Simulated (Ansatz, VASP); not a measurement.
TaS2: VASP beside Ansatz

```
CELL_PARAMETERS angstrom
3.35000 0.00000 0.00000
-1.67500 2.90119 0.00000
0.00000 0.00000 17.93000
ATOMIC_POSITIONS crystal
Ta 0.00000 0.00000 0.49944
S 0.66667 0.33333 0.41829
S 0.33333 0.66667 0.58171
```

Alike in both runs: task single point; functional PBE; k mesh 9 × 9 × 1; occupations gaussian, width 0.02 eV; no spin polarisation.

|  | VASP | Ansatz |
| --- | --- | --- |
| version | VASP 6.6.1 | Ansatz 0.2.0 |
| potentials or method | VASP PAW PBE potentials, release 64 (Ta_pv, S), cutoff 400 eV | all-electron LAPW, scalar-relativistic |

```tsv
	VASP	Ansatz	Ansatz less VASP
gap on the k mesh at the Fermi level (eV)	none	none	-
rms of the force components (eV/Å)	0.655	0.646	-0.0096
```

Atom by atom the forces differ by 0.010 eV/Å (rms over components). A gap of «none» marks a metal or a gap that the smearing closes. Ansatz ran all-electron here, and VASP with PAW potentials.

Spin-orbit coupling is off throughout.
